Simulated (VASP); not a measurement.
Runs of VASP 6.6.1 on TaN. The structure is that of space group P6/mmm (No. 191), or close to it. The cells are those of the table. 

```csv
task,cell,gap on the mesh (eV),pressure (GPa)
single point,"a = 5.219, b = 5.219, c = 2.927 Å, angles 90.0, 90.0, 120.0°, 6 atoms",none,(a)
electric field gradients,"a = 5.287, b = 5.287, c = 2.965 Å, angles 90.0, 90.0, 120.0°, 6 atoms",none,-19.7
single point,"a = 5.079, b = 5.079, c = 2.849 Å, angles 90.0, 90.0, 120.0°, 6 atoms",none,20.0
single point,"a = 5.287, b = 5.287, c = 2.965 Å, angles 90.0, 90.0, 120.0°, 6 atoms",none,-19.7
electric field gradients,"a = 5.253, b = 5.253, c = 2.946 Å, angles 90.0, 90.0, 120.0°, 6 atoms",none,-14.7
```

Alike in all rows: level LDA; potentials or basis VASP PAW LDA potentials, release 64 (Ta_pv, N); no spin polarisation; k mesh 5 × 5 × 8; cutoff (eV) 520; smearing fermi-dirac 0.03 eV.

**Question.** Fill in the values left out.

**Answer.** (a) -9.2.

Caveats: spin-orbit coupling is left out, which moves the levels of the heavy elements; the cell stands under tension (at least some runs); the cell stands under pressure (at least some runs).

A k mesh can miss the band edges, and the runs leave out spin-orbit coupling on Ta.

A gap of «none» marks levels without a gap at the run's occupations.
